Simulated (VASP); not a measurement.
# AlN (Fm-3m) in VASP: settings compared

Aim: see how the results for AlN move with the level of theory and the settings. Levels: LDA, PBE. Tasks: relaxation of cell and atoms, single point.

Program: VASP 6.6.1. These are calculated values, not measurements. Logs are shortened: lines on timing, memory, paths and dates and some standing lists are left out, and cuts for length are marked.

## (1) The cell of the first run

It takes space group Fm-3m (No. 225, cubic). The conventional cell has a = 4.069 Å, b = 4.069 Å, c = 4.069 Å, α = 90.00°, β = 90.00°, γ = 90.00°. Within 2.7 Å of Al (site symmetry m-3m) lie 6 N at 2.03 Å. Within 2.7 Å of N (site symmetry m-3m) lie 6 Al at 2.03 Å.

## (2) Relaxation of cell and atoms, LDA

INCAR reads:

```
  PREC = Accurate
  ENCUT = 600
  EDIFF = 1E-6
  ISMEAR = -1
  SIGMA = 0.05
  LREAL = False
  LASPH = True
  NELM = 80
  ALGO = Normal
  ISIF = 3
  LWAVE = False
  LCHARG = False
  IBRION = 2
  NSW = 60
  EDIFFG = -0.01
```

KPOINTS reads:

```
Automatic mesh
0
Gamma
  11 11 11
```

POSCAR reads:

```
AlN
1.0
    0.0000000000      2.0345180000      2.0345180000
    2.0345180000      0.0000000000      2.0345180000
    2.0345180000      2.0345180000      0.0000000000
Al N
1 1
Direct
    0.5000000000      0.5000000000      0.5000000000
    0.0000000000      0.0000000000      0.0000000000
```

Potentials or basis: VASP PAW LDA potentials, release 64 (Al, N).

Started as:

```sh
cat potpaw_LDA.64/Al/POTCAR potpaw_LDA.64/N/POTCAR > POTCAR
mpirun -np 1 vasp_std > vasp.out
```

OUTCAR:

```text
PREC = Accurate
   ENCUT = 600
   EDIFF = 1E-6
   ISMEAR = -1
   LREAL = False
   LASPH = True
   NELM = 80
   ISIF = 3
   IBRION = 2
   NSW = 60
   EDIFFG = -0.01

 ion  position               nearest neighbor table
   1  0.500  0.500  0.500-   2 2.03   2 2.03   2 2.03   2 2.03   2 2.03   2 2.03
   2  0.000  0.000  0.000-   1 2.03   1 2.03   1 2.03   1 2.03   1 2.03   1 2.03

  LATTYP: Found a face centered cubic cell.
 ALAT       =     4.0690360000

  Lattice vectors:

 A1 = (   0.0000000000,   2.0345180000,   2.0345180000)
 A2 = (   2.0345180000,   0.0000000000,   2.0345180000)
 A3 = (   2.0345180000,   2.0345180000,   0.0000000000)

Analysis of symmetry for initial positions (statically):
=====================================================================
 Subroutine PRICEL returns:
 Original cell was already a primitive cell.

 Routine SETGRP: Setting up the symmetry group for a
 face centered cubic supercell.

 Subroutine GETGRP returns: Found 48 space group operations
 (whereof 48 operations were pure point group operations)
 out of a pool of 48 trial point group operations.

The static configuration has the point symmetry O_h .

Analysis of symmetry for dynamics (positions and initial velocities):
=====================================================================
 Subroutine PRICEL returns:
 Original cell was already a primitive cell.

 Routine SETGRP: Setting up the symmetry group for a
 face centered cubic supercell.

 Subroutine GETGRP returns: Found 48 space group operations
 (whereof 48 operations were pure point group operations)
 out of a pool of 48 trial point group operations.

The dynamic configuration has the point symmetry O_h .

 Subroutine INISYM returns: Found 48 space group operations
 (whereof 48 operations are pure point group operations),
 and found     1 'primitive' translations

----------------------------------------------------------------------------------------

                                     Primitive cell

  volume of cell :      16.8428

  direct lattice vectors                    reciprocal lattice vectors
     0.000000000  2.034518000  2.034518000    -0.245758455  0.245758455  0.245758455
     2.034518000  0.000000000  2.034518000     0.245758455 -0.245758455  0.245758455
     2.034518000  2.034518000  0.000000000     0.245758455  0.245758455 -0.245758455

  length of vectors
     2.877242948  2.877242948  2.877242948     0.425666130  0.425666130  0.425666130

  position of ions in fractional coordinates (direct lattice)
     0.500000000  0.500000000  0.500000000
     0.000000000  0.000000000  0.000000000

  ion indices of the primitive-cell ions
   primitive index   ion index
                 1           1
                 2           2

----------------------------------------------------------------------------------------

 KPOINTS: Automatic mesh

Automatic generation of k-mesh.
 Grid dimensions read from file:
 generate k-points for:   11   11   11

 Generating k-lattice:

  Cartesian coordinates                     Fractional coordinates (reciprocal lattice)
    -0.022341678  0.022341678  0.022341678     0.090909091  0.000000000  0.000000000
     0.022341678 -0.022341678  0.022341678     0.000000000  0.090909091  0.000000000
     0.022341678  0.022341678 -0.022341678     0.000000000  0.000000000  0.090909091

  Length of vectors
     0.038696921  0.038696921  0.038696921

  Shift w.r.t. Gamma in fractional coordinates (k-lattice)
     0.000000000  0.000000000  0.000000000

 Subroutine IBZKPT returns following result:
 ===========================================

 Found     56 irreducible k-points:

 Following reciprocal coordinates:
            Coordinates               Weight
  0.000000  0.000000  0.000000      1.000000
  0.090909  0.000000  0.000000      8.000000
  0.181818  0.000000  0.000000      8.000000
  0.272727  0.000000  0.000000      8.000000
  0.363636  0.000000  0.000000      8.000000
  0.454545  0.000000  0.000000      8.000000
[... 16 lines left out ...]
 -0.272727  0.181818  0.000000     24.000000
 -0.181818  0.181818  0.000000     12.000000
 [... further k-points ...]
   k-points           NKPTS =     56   k-points in BZ     NKDIM =     56   number of bands    NBANDS=      8
   number of dos      NEDOS =    301   number of ions     NIONS =      2
   total plane-waves  NPLWV =  13824
   dimension x,y,z NGX =    24 NGY =   24 NGZ =   24
   dimension x,y,z NGXF=    48 NGYF=   48 NGZF=   48
   ions per type =               1   1
   NGX,Y,Z   is equivalent  to a cutoff of  13.87, 13.87, 13.87 a.u.
   NGXF,Y,Z  is equivalent  to a cutoff of  27.73, 27.73, 27.73 a.u.
 SYSTEM =  unknown system
   PREC   = accura    normal or accurate (medium, high low for compatibility)
   ISTART =      0    job   : 0-new  1-cont  2-samecut
   ICHARG =      2    charge: 1-file 2-atom 10-const
   ISPIN  =      1    spin polarized calculation?
   LNONCOLLINEAR =      F non collinear calculations
   LSORBIT =      F    spin-orbit coupling
   LASPH  =      T    aspherical Exc in radial PAW
   ENCUT  =  600.0 eV  44.10 Ry    6.64 a.u.   5.75  5.75  5.75*2*pi/ulx,y,z
   NELM   =     80;   NELMIN=  2; NELMDL= -5     # of ELM steps
   EDIFF  = 0.1E-05   stopping-criterion for ELM
   LREAL  =      F    real-space projection
   EDIFFG = -.1E-01   stopping-criterion for IOM
   NSW    =     60    number of steps for IOM
   IBRION =      2    ionic relax: 0-MD 1-quasi-New 2-CG
   NFREE  =      1    steps in history (QN), initial steepest desc. (CG)
   ISIF   =      3    stress and relaxation
   ISYM   =      2    0-nonsym 1-usesym 2-fastsym
   POTIM  = 0.5000    time-step for ionic-motion
   TEBEG  =    0.0;   TEEND  =   0.0 temperature during run
   PSTRESS=    0.0 pullay stress
   NELECT =       8.0000    total number of electrons
   NUPDOWN=      -1.0000    fix difference up-down
   EMIN   =  10.00;   EMAX   =-10.00  energy-range for DOS
   EFERMI =   0.00;   METHOD = LEGACY
   ISMEAR =    -1;   SIGMA  =   0.05  broadening in eV -4-tet -1-fermi 0-gaus
   EFERMI_NEDOS =   21; number of points for ismear=-14 and -15
   IALGO  =     38    algorithm
   IMIX   =      4    mixing-type and parameters
     AMIX     =   0.40;   BMIX     =  1.00
     AMIX_MAG =   1.60;   BMIX_MAG =  1.00
  volume/ion in A,a.u.               =       8.42        56.83
  Fermi-wavevector in a.u.,A,eV,Ry     =   1.277321  2.413786 22.198561  1.631548
  Thomas-Fermi vector in A             =   2.409927
   LORBIT       =      0    0 simple, 1 ext, 2 COOP (PROOUT), +10 PAW based schemes
   GGA     = CA    functional components
   LHFCALC =     F    Hartree Fock is set to
   AEXX    =    0.0000 exact exchange contribution
   IVDW    =     0    specifies the selected vdW correction
   LEPSILON=     F    determine dielectric tensor
   LRPA    =     F    only Hartree local field effects (RPA)
 conjugate gradient relaxation of ions
 non-spin polarized calculation
  energy-cutoff  :      600.00
  volume of cell :       16.84
 maximum number of plane-waves:       572
   NGX = 11   NGY = 11   NGZ = 11

--------------------------------------- Ionic step        1  -------------------------------------------

 number of electron       8.0000000 magnetization

 Free energy of the ion-electron system (eV)
  ---------------------------------------------------
  ext. energy  EPLUGINS =         0.00000000
  ---------------------------------------------------
  free energy    TOTEN  =       -16.20921277 eV

  energy without entropy =      -16.20921277  energy(sigma->0) =      -16.20921277

------------------------ aborting loop because EDIFF is reached ----------------------------------------

  FORCE on cell =-STRESS in cart. coord.  units (eV):
  Direction    XX          YY          ZZ          XY          YZ          ZX
  --------------------------------------------------------------------------------------
  -------------------------------------------------------------------------------------
  Total       -1.1065497     -1.1065497     -1.1065497     -0.0000000     -0.0000000     -0.0000000
  in kB     -105.2608583   -105.2608583   -105.2608583     -0.0000000     -0.0000000     -0.0000000
  external PRESSURE =    -105.2608583 kB  Pullay stress =       0.0000000 kB

 VOLUME and BASIS-vectors are now :
 -----------------------------------------------------------------------------
  energy-cutoff  :      600.00
  volume of cell :       16.84
      direct lattice vectors                 reciprocal lattice vectors
     0.000000000  2.034518000  2.034518000    -0.245758455  0.245758455  0.245758455
     2.034518000  0.000000000  2.034518000     0.245758455 -0.245758455  0.245758455
     2.034518000  2.034518000  0.000000000     0.245758455  0.245758455 -0.245758455
[... 37 lines left out ...]
 POSITION                                       TOTAL-FORCE (eV/Angst)
 -----------------------------------------------------------------------------------
      1.98021      1.98021      1.98021         0.000000      0.000000      0.000000
      3.96043      1.98021      1.98021        -0.000000     -0.000000     -0.000000
 -----------------------------------------------------------------------------------
    total drift:                                0.000000     -0.000000     -0.000000

  FREE ENERGIE OF THE ION-ELECTRON SYSTEM (eV)
  ---------------------------------------------------
  free  energy   TOTEN  =       -16.2097298166 eV

  energy  without entropy=      -16.2097298166  energy(sigma->0) =      -16.20972982

--------------------------------------- Ionic step        3  -------------------------------------------

 number of electron       8.0000000 magnetization

 Free energy of the ion-electron system (eV)
  ---------------------------------------------------
  ext. energy  EPLUGINS =         0.00000000
  ---------------------------------------------------
  free energy    TOTEN  =       -16.23245870 eV

  energy without entropy =      -16.23245870  energy(sigma->0) =      -16.23245870

 E-fermi :  10.9612     XC(G=0): -12.6775

 val. band max:       10.0007074731   @ k =   0.0000   0.0000   0.0000
 cond. band min:      14.8055388081   @ k =   0.4545   0.4545   0.0000
 fundamental gap:      4.8048313349
 Fermi energy:        10.9612207330

 k-point     1 :       0.0000    0.0000    0.0000
  band No.  band energies     occupation
      1      -7.6108      2.00000
      2      10.0007      2.00000
      3      10.0007      2.00000
      4      10.0007      2.00000
      5      16.0954      0.00000
      6      22.0917      0.00000
      7      22.0917      0.00000
      8      22.0917      0.00000

 k-point     2 :       0.0909    0.0000    0.0000
  band No.  band energies     occupation
      1      -7.4357      2.00000
      2       9.1523      2.00000
      3       9.8939      2.00000
      4       9.8939      2.00000
      5      16.5993      0.00000
      6      21.3139      0.00000
      7      22.3542      0.00000
      8      22.3542      0.00000
[... 221 lines left out ...]
 k-point    23 :      -0.2727    0.1818    0.0000
  band No.  band energies     occupation
      1      -4.9657      2.00000
      2       4.0279      2.00000
      3       6.6841      2.00000
      4       9.0385      2.00000
      5      18.4733      0.00000
      6      20.1022      0.00000
      7      21.2361      0.00000
      8      22.2765      0.00000

 k-point    24 :      -0.1818    0.1818    0.0000
  band No.  band energies     occupation
      1      -5.8528      2.00000
      2       5.4954      2.00000
      3       7.4172      2.00000
      4       9.4257      2.00000
      5      18.7048      0.00000
      6      19.8976      0.00000
      7      21.2727      0.00000
      8      22.6881      0.00000

 [... further k-points ...]
[... 5 lines left out ...]
  --------------------------------------------------------------------------------------
  -------------------------------------------------------------------------------------
  Total       -0.0078666     -0.0078666     -0.0078666      0.0000000     -0.0000000      0.0000000
  in kB       -0.7797363     -0.7797363     -0.7797363      0.0000000     -0.0000000      0.0000000
  external PRESSURE =      -0.7797363 kB  Pullay stress =       0.0000000 kB

 VOLUME and BASIS-vectors are now :
 -----------------------------------------------------------------------------
  energy-cutoff  :      600.00
  volume of cell :       16.16
      direct lattice vectors                 reciprocal lattice vectors
    -0.000000000  2.006812616  2.006812616    -0.249151314  0.249151314  0.249151314
     2.006812616 -0.000000000  2.006812616     0.249151314 -0.249151314  0.249151314
     2.006812616  2.006812616 -0.000000000     0.249151314  0.249151314 -0.249151314

 POSITION                                       TOTAL-FORCE (eV/Angst)
 -----------------------------------------------------------------------------------
      2.00681      2.00681      2.00681        -0.000000      0.000000      0.000000
     -0.00000      0.00000      0.00000         0.000000     -0.000000     -0.000000
 -----------------------------------------------------------------------------------
    total drift:                                0.000000     -0.000000     -0.000000

  FREE ENERGIE OF THE ION-ELECTRON SYSTEM (eV)
  ---------------------------------------------------
  free  energy   TOTEN  =       -16.2324587019 eV

  energy  without entropy=      -16.2324587019  energy(sigma->0) =      -16.23245870

 reached required accuracy - stopping structural energy minimisation
```

Run time: 13 s. Hardware: 1 thread of AMD EPYC 7R43 (Zen 3), shared host; peak memory 0.1 GiB.

Results:

* Free energy: -16.2325 eV
* Relaxed volume: 8.08 Å³/atom
* Relaxed cell: a = 2.838 Å, b = 2.838 Å, c = 2.838 Å, α = 60.00°, β = 60.00°, γ = 60.00°
* Space group after relaxing (to 0.05 Å): Fm-3m (No. 225)
* Energy gained by relaxing: 11.6 meV/atom
* Ionic steps: 3
* Pressure after relaxing: -0.1 GPa
* Band gap on the k mesh: 4.80 eV, indirect (least direct gap 6.09 eV)

Step by step:
```tsv
step	energy change (eV)	largest force (eV/Å)	pressure (GPa)	volume (Å³)
1	0.0000	0.0000	-10.53	16.84
2	-0.0005	0.0000	11.97	15.53
3	-0.0232	0.0000	-0.08	16.16
```

Final structure:
```
Al N
1.0
     0.00000    2.00681    2.00681
     2.00681    0.00000    2.00681
     2.00681    2.00681    0.00000
Al N
1 1
Direct
  0.50000 0.50000 0.50000
  0.00000 0.00000 0.00000
```

Levels at points of the mesh, in eV from the valence-band top:
| k point | band 2 | band 3 | band 4 | band 5 | band 6 | band 7 |
| --- | --- | --- | --- | --- | --- | --- |
| (0.00, 0.00, 0.00) | 0.00 | 0.00 | 0.00 | 6.09 | 12.09 | 12.09 |

A k mesh can miss the band edges.

## (3) Single point, PBE

INCAR reads:

```
PREC = Accurate ; ENCUT = 520
EDIFF = 1E-6 ; ISMEAR = -1
SIGMA = 0.05 ; LREAL = False
LASPH = True ; NELM = 80
ALGO = Normal ; ISIF = 2
LWAVE = False ; LCHARG = True
GGA = PE ; LELF = True
LVHAR = True ; NBANDS = 11
```

KPOINTS reads:

```
Automatic mesh
0
Gamma
  6 6 6
```

POSCAR is that of step 2.

Potentials or basis: VASP PAW PBE potentials, release 64 (Al, N).

Started as:

```sh
cat potpaw_PBE.64/Al/POTCAR potpaw_PBE.64/N/POTCAR > POTCAR
mpirun -np 1 vasp_std > vasp.out
```

Wall time 2.2 s (1 thread of Intel Xeon 6975P-C, shared host); peak memory 0.13 GiB.

It converged, with:

```
Free energy            : -14.5407 eV
Pressure               : 0.0 GPa
Band gap on the k mesh : 4.42 eV, indirect (least direct gap 5.40 eV)
```

Levels at points of the mesh, in eV from the valence-band top:
| k point | band 1 | band 2 | band 3 | band 4 | band 5 | band 6 | band 7 | band 8 |
| --- | --- | --- | --- | --- | --- | --- | --- | --- |
| (0.00, 0.00, 0.00) | -17.38 | 0.00 | 0.00 | 0.00 | 5.40 | 12.10 | 12.10 | 12.10 |
| (0.50, 0.00, 0.00) | -14.20 | -8.19 | -1.04 | -1.04 | 6.01 | 10.84 | 10.84 | 13.01 |
| (0.50, 0.50, 0.00) | -13.24 | -7.26 | -2.75 | -2.75 | 4.42 | 5.33 | 13.82 | 16.95 |

Caveat: the k points lie up to 0.45 Å⁻¹ apart.

## (4) Single point, LDA (volume scaled by 0.94)

INCAR reads:

```
PREC = Accurate
ENCUT = 520
EDIFF = 1E-6
ISMEAR = -1
SIGMA = 0.05
LREAL = False
LASPH = True
NELM = 80
ALGO = Normal
ISIF = 2
LWAVE = False
LCHARG = False
NBANDS = 11
```

KPOINTS reads:

```
Automatic mesh
0
Gamma
  11 11 11
```

POSCAR reads:

```
AlN
1.0
    0.0000000000      1.9929855707      1.9929855707
    1.9929855707      0.0000000000      1.9929855707
    1.9929855707      1.9929855707      0.0000000000
Al N
1 1
Direct
    0.5000000000      0.5000000000      0.5000000000
    0.0000000000      0.0000000000      0.0000000000
```

Potentials or basis: VASP PAW LDA potentials, release 64 (Al, N).

Started as:

```sh
cat potpaw_LDA.64/Al/POTCAR potpaw_LDA.64/N/POTCAR > POTCAR
mpirun -np 1 vasp_std > vasp.out
```

It took 3.1 s on 1 thread of Intel Xeon 6975P-C, shared host; peak memory 0.12 GiB.

Results (log left out):

```
Free energy            : -16.2242 eV
Pressure               : 6.1 GPa
Band gap on the k mesh : 5.01 eV, indirect (least direct gap 6.41 eV)
```

Levels at points of the mesh, in eV from the valence-band top:
```
           k point  band 1  band 2  band 3  band 4  band 5  band 6  band 7  band 8
(0.00, 0.00, 0.00)  -17.80    0.00    0.00    0.00    6.40   12.15   12.15   12.15
```

Caveat: the cell differs from its parent crystal (volume scaled by 0.94).

## (5) Single point, LDA (volume scaled by 0.96)

INCAR reads:

```
ALGO = Normal
EDIFF = 1E-6
ENCUT = 520
ISIF = 2
ISMEAR = -1
LASPH = T
LCHARG = F
LREAL = F
LWAVE = F
NBANDS = 11
NELM = 60
PREC = Accurate
SIGMA = 0.05
```

KPOINTS reads:

```
k-points
0
Gamma
  11 11 11
```

POSCAR reads:

```
AlN
1.0
    0.0000000000      2.0070211428      2.0070211428
    2.0070211428      0.0000000000      2.0070211428
    2.0070211428      2.0070211428      0.0000000000
Al N
1 1
Direct
    0.5000000000      0.5000000000      0.5000000000
    0.0000000000      0.0000000000      0.0000000000
```

Started as:

```sh
cat potpaw_LDA.64/Al/POTCAR potpaw_LDA.64/N/POTCAR > POTCAR
mpirun -np 1 vasp_std > vasp.out
```

Run time: 3.2 s. Hardware: 1 thread of Intel Xeon 6975P-C, shared host; peak memory 0.12 GiB.

The run converged. Its results:

```yaml
Free_energy: -16.2308 eV
Pressure: 0.0 GPa
Band_gap_on_the_k_mesh: 4.80 eV, indirect (least direct gap 6.09 eV)
```

Levels at points of the mesh, in eV from the valence-band top:
```
           k point  band 2  band 3  band 4  band 5  band 6  band 7
(0.00, 0.00, 0.00)    0.00    0.00    0.00    6.09   12.09   12.09
```

Caveat: the cell differs from its parent crystal (volume scaled by 0.96). A k mesh can miss the band edges.

## (6) Summary

```tsv
task	level	potentials or basis	cell	k mesh	cutoff (eV)	gap on the mesh (eV)	pressure (GPa)
relaxation of cell and atoms	LDA	VASP PAW LDA potentials, release 64 (Al, N)	relaxed from a = 2.877 Å, angles 60.0°, 2 atoms	11 × 11 × 11	600	4.80	-0.1
single point	PBE	VASP PAW PBE potentials, release 64 (Al, N)	a = 2.877 Å, angles 60.0°, 2 atoms	6 × 6 × 6	520	4.42	0.0
single point	LDA	VASP PAW LDA potentials, release 64 (Al, N)	a = 2.819 Å, angles 60.0°, 2 atoms	11 × 11 × 11	520	5.01	6.1
single point	LDA	VASP PAW LDA potentials, release 64 (Al, N)	a = 2.838 Å, angles 60.0°, 2 atoms	11 × 11 × 11	520	4.80	0.0
```

Alike in all rows: no spin polarisation; smearing fermi-dirac 0.05 eV.

Caveats: some runs use coarse meshes.

Total energies depend on the potentials used, so only differences within one code and one set of settings carry meaning.
